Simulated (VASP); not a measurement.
# Si12CN16 (a cell with a defect) (C interstitial hop between voids) in VASP: notebook, part 2 of 2

VASP 6.6.1.

### 4 Single point, PBE

The input, INCAR:

```
SYSTEM = Si12CN16
PREC     = Accurate       ! precision mode
ENCUT    = 520            ! plane-wave cutoff, eV
EDIFF    = 1E-6           ! SCF threshold, eV
ISMEAR   = -1             ! smearing method
SIGMA    = 0.01           ! smearing width, eV
LREAL    = Auto         
LASPH    = .TRUE.         ! aspherical terms in the spheres
NELM     = 80             ! most SCF steps
ALGO     = Normal         ! electronic algorithm
ISIF     = 2              ! what is computed and relaxed
LWAVE    = .FALSE.        ! write WAVECAR
LCHARG   = .FALSE.        ! write CHGCAR
GGA      = PE             ! functional
NBANDS   = 86             ! bands
```

The input, KPOINTS:

```
regular mesh
0
G
  1 1 1
  0 0 0
```

The input, POSCAR:

```
Si12CN16
1.0
    7.6633883300      0.0000000000      0.0000000000
   -3.8316941700      6.6366889800      0.0000000000
    0.0000000000      0.0000000000      5.8522780000
Si N C
12 16 1
Direct
    0.2298559351      0.8213607744      0.3746525712
    0.4037771113      0.2236200920      0.1218940727
    0.8231498991      0.5943343152      0.1272398543
    0.1785937099      0.4022150214      0.3754925860
    0.5910959922      0.7645707092      0.3782407466
    0.7620561028      0.1756791683      0.1467587493
    0.2265744274      0.8129883766      0.8753029162
    0.4073557693      0.2243635350      0.6238020477
    0.8248528301      0.5945616876      0.6261262708
    0.1608287318      0.3689094076      0.8684585729
    0.5842105891      0.7510389616      0.8801981041
    0.7759170625      0.1798282251      0.6198919463
    0.3313232552      0.6616401662      0.3735084013
    0.6647550899      0.3318018980      0.1312206973
    0.9662736709      0.6750941642      0.3751800581
    0.3068233824      0.9612175618      0.1213356577
    0.6583676834      0.6896921061      0.1307689074
    0.3226699895      0.2825558054      0.3729158116
    0.0255499900      0.3318225408      0.1331339694
    0.6896649471      0.0253546611      0.3831942023
    0.3256232310      0.6522528045      0.8712897781
    0.6688548532      0.3316803012      0.6215085818
    0.9629173057      0.6631644203      0.8777281257
    0.2968102804      0.9605595530      0.6282944864
    0.6717287745      0.7042342973      0.6278326149
    0.3601516064      0.3139451022      0.8718543446
    0.0324723580      0.3302033599      0.6122858483
    0.7451033487      0.0429226081      0.8864669450
   -0.0325002781      0.1019952874     -0.0230124065
```

Run with:

```console
$ cat potpaw_PBE.64/Si/POTCAR potpaw_PBE.64/N/POTCAR potpaw_PBE.64/C/POTCAR > POTCAR
$ mpirun -np 1 vasp_gam > vasp.out
```

Wall time 1.9 min (1 thread of AMD EPYC 7R13 (Zen 3), shared host); peak memory 0.36 GiB.

The run converged. Its results:

```
Free energy            : -227.4077 eV
Pressure               : 2.9 GPa
Largest force          : 0.044 eV/Å
Band gap on the k mesh : 2.58 eV
```

Forces in eV/Å, atoms in the order of the input:
```
Si   0.000 -0.005  0.001
Si   0.003  0.005  0.005
Si   0.000  0.001  0.000
Si  -0.001 -0.011 -0.004
Si   0.006  0.005  0.002
Si   0.013  0.009 -0.007
Si  -0.010  0.003 -0.002
Si  -0.002  0.000 -0.002
Si   0.000  0.002 -0.001
Si   0.001  0.016 -0.005
Si   0.015 -0.001 -0.004
Si   0.002  0.005 -0.003
N    0.002  0.000  0.000
N   -0.007 -0.001 -0.002
N    0.002  0.002 -0.002
N   -0.006  0.003 -0.004
N    0.004  0.003  0.007
N   -0.003  0.002  0.000
N   -0.004  0.011  0.014
N    0.003 -0.008 -0.001
N   -0.014 -0.006 -0.001
N   -0.004 -0.001  0.001
N    0.003  0.006  0.003
N    0.001  0.003  0.002
N    0.000  0.001 -0.005
N   -0.009 -0.010  0.005
N    0.000 -0.002  0.001
N   -0.031 -0.009 -0.011
C    0.036 -0.023  0.012
```

Stress tensor (GPa, compression positive):
```
-0.75 -1.30 -0.91
-1.30 -7.36 -0.83
-0.91 -0.83 16.88
```

Levels at points of the mesh, in eV from the valence-band top:
| k point | band 62 | band 63 | band 64 | band 65 | band 66 | band 67 | band 68 | band 69 | band 70 | band 71 |
| --- | --- | --- | --- | --- | --- | --- | --- | --- | --- | --- |
| (0.00, 0.00, 0.00) | -1.59 | -1.41 | -1.37 | -0.99 | 0.00 | 2.58 | 3.13 | 3.32 | 3.59 | 3.64 |

Caveat: the k points lie up to 1.07 Å⁻¹ apart.

### 5 Single point, PBE

The input, INCAR:

```
ALGO = Normal
EDIFF = 1E-6
ENCUT = 520
GGA = PE
ISIF = 2
ISMEAR = -1
LASPH = T
LCHARG = F
LREAL = Auto
LWAVE = F
NBANDS = 86
NELM = 60
PREC = Accurate
SIGMA = 0.01
```

The input, KPOINTS:

```
k-points
0
Gamma
  1 1 1
```

The input, POSCAR:

```
Si12CN16
1.0
    7.6633883300      0.0000000000      0.0000000000
   -3.8316941700      6.6366889800      0.0000000000
    0.0000000000      0.0000000000      5.8522780000
Si N C
12 16 1
Direct
    0.2319685559      0.8222652917      0.3820032131
    0.4095282213      0.2253391721      0.1325741874
    0.8270036549      0.5953586211      0.1304567213
    0.1808558048      0.4030844308      0.3811725964
    0.5933430428      0.7654327354      0.3784517755
    0.7780188199      0.1806173234      0.1365230770
    0.2288010859      0.8141342793      0.8813185225
    0.4061906716      0.2247772955      0.6345399176
    0.8252865191      0.5952766525      0.6294143921
    0.1635937106      0.3706968953      0.8885633936
    0.5868113270      0.7526138433      0.8765774627
    0.7641518594      0.1762832345      0.6101680405
    0.3334291560      0.6624774814      0.3832770760
    0.6710104089      0.3325127947      0.1348977270
    0.9684041387      0.6760255021      0.3814934971
    0.2988524325      0.9615214784      0.1283602727
    0.6740048835      0.7051755799      0.1288117208
    0.3250198692      0.2836146165      0.3834752895
    0.0345864140      0.3314059174      0.1443754039
    0.6922650349      0.0262575210      0.3734180092
    0.3280662105      0.6535959442      0.8856549535
    0.6671499663      0.3327727134      0.6251176038
    0.9651457444      0.6640758687      0.8788553791
    0.3092056532      0.9622748662      0.6352541694
    0.6604354778      0.6905615155      0.6260652689
    0.3624467050      0.3150305832      0.8845658050
    0.0280052342      0.3320494612      0.6238594612
    0.7467746530      0.0438748902      0.8701218568
   -0.0288064603      0.1040458581     -0.2218601030
```

Run with:

```console
$ cat potpaw_PBE.64/Si/POTCAR potpaw_PBE.64/N/POTCAR potpaw_PBE.64/C/POTCAR > POTCAR
$ mpirun -np 1 vasp_gam > vasp.out
```

Wall time 1.7 min (1 thread of AMD EPYC 7R13 (Zen 3), shared host); peak memory 0.36 GiB.

The run converged. Its results:

```
Free energy            : -227.4070 eV
Pressure               : 2.9 GPa
Largest force          : 0.069 eV/Å
Band gap on the k mesh : 2.61 eV
```

Forces on the atoms (eV/Å):
```
Si   0.001  0.001 -0.003
Si   0.007 -0.001  0.007
Si   0.001  0.012  0.003
Si  -0.014 -0.014 -0.004
Si   0.000  0.006 -0.003
Si   0.015  0.006  0.015
Si  -0.011  0.001  0.002
Si   0.000 -0.006 -0.001
Si   0.004  0.003 -0.002
Si   0.005  0.004 -0.014
Si   0.015 -0.012  0.002
Si   0.002  0.017 -0.021
N    0.006  0.012  0.003
N   -0.005 -0.004  0.004
N    0.006 -0.001  0.000
N    0.002  0.006  0.001
N   -0.003  0.002  0.009
N   -0.002  0.002  0.008
N    0.018 -0.005 -0.012
N   -0.008 -0.004 -0.002
N   -0.005 -0.011 -0.005
N   -0.006  0.000  0.005
N    0.006  0.007 -0.001
N   -0.008  0.008 -0.001
N    0.010  0.011 -0.016
N    0.003  0.002  0.007
N   -0.024  0.027 -0.012
N   -0.001 -0.006  0.007
C   -0.015 -0.062  0.027
```

Stress tensor (GPa, compression positive):
```
-0.81 -1.31  0.94
-1.31 -7.36  0.84
 0.94  0.84 16.81
```

Levels at points of the mesh, in eV from the valence-band top:
| k point | band 63 | band 64 | band 65 | band 66 | band 67 | band 68 | band 69 | band 70 |
| --- | --- | --- | --- | --- | --- | --- | --- | --- |
| (0.00, 0.00, 0.00) | -1.40 | -1.37 | -0.99 | 0.00 | 2.61 | 3.14 | 3.33 | 3.59 |

Caveat: the k points lie up to 1.07 Å⁻¹ apart.
